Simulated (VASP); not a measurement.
TaOs3: relaxation of volume and atoms at fixed shape with LDA

The system is TaOs3.

```xyz
4
Lattice="3.9150 0.0000 0.0000 0.0000 3.9150 0.0000 0.0000 0.0000 3.9150" Properties=species:S:1:pos:R:3 pbc="T T T"
Ta    0.0000    0.0000    0.0000
Os    0.0000    1.9575    1.9575
Os    1.9575    0.0000    1.9575
Os    1.9575    1.9575    0.0000
```

```json
{"Program": "VASP 6.6.1", "Task": "relaxation of volume and atoms at fixed shape", "Functional": "LDA", "Potentials or basis": "VASP PAW LDA potentials, release 64 (Ta_pv, Os)", "Cutoff": "600 eV", "k mesh": "6 × 6 × 6", "Occupations": "fermi-dirac, width 0.1 eV", "Spin": "no spin polarisation", "Dipole correction": "no", "Further INCAR settings": "ALGO = Normal; EDIFF = 1e-06; IBRION = 2; EDIFFG = -0.03; NSW = 80; ISIF = 8"}
```

- Relaxed volume: 14.56 Å³/atom
- Relaxed cell: a = 3.876 Å, b = 3.876 Å, c = 3.876 Å, α = 90.00°, β = 90.00°, γ = 90.00°
- Space group after relaxing (to 0.1 Å): Pm-3m (No. 221)
- Energy gained by relaxing: 15.4 meV/atom
- Ionic steps: 4
- Pressure after relaxing: -0.1 GPa
- Band gap on the k mesh: zero (an odd number of electrons rules out a gap without spin polarisation)

The path:
```
step  energy change (eV)  largest force (eV/Å)  pressure (GPa)  volume (Å³)
   1              0.0000                0.0000          -10.72        60.00
   2              1.0162                0.0000           59.13        51.71
   3             -0.0613                0.0000           -0.64        58.31
   4             -0.0615                0.0000           -0.13        58.23
```

Final structure:
```cif
data_structure
_symmetry_space_group_name_H-M 'P 1'
_symmetry_Int_Tables_number 1
_cell_length_a 3.8760
_cell_length_b 3.8760
_cell_length_c 3.8760
_cell_angle_alpha 90.000
_cell_angle_beta 90.000
_cell_angle_gamma 90.000
_cell_volume 58.23
loop_
_atom_site_label
_atom_site_type_symbol
_atom_site_fract_x
_atom_site_fract_y
_atom_site_fract_z
_atom_site_occupancy
Ta1 Ta 0.00000 0.00000 0.00000 1
Os1 Os 0.00000 0.50000 0.50000 1
Os2 Os 0.50000 0.00000 0.50000 1
Os3 Os 0.50000 0.50000 0.00000 1
```

Levels at points of the mesh, in eV from the Fermi level:
```
           k point  band 14  band 15  band 16  band 17  band 18  band 19  band 20  band 21
(0.00, 0.00, 0.00)     0.83     0.83     2.63     3.13     3.13     3.13     3.31     3.31
(0.50, 0.00, 0.00)    -1.72    -1.32    -0.51    -0.35    -0.35     1.38     1.39     1.39
(0.50, 0.50, 0.00)    -3.07    -2.17    -1.08    -1.05    -1.05     0.15     0.16     1.94
(0.50, 0.50, 0.50)    -1.57    -1.57     0.08     0.77     0.77     0.77     2.66     2.66
```

Wall time 98 s on 1 thread of Intel Xeon 8259CL, on a shared host, peak memory 0.18 GiB.

Caveat: spin-orbit coupling is left out, which moves the levels of the heavy elements.
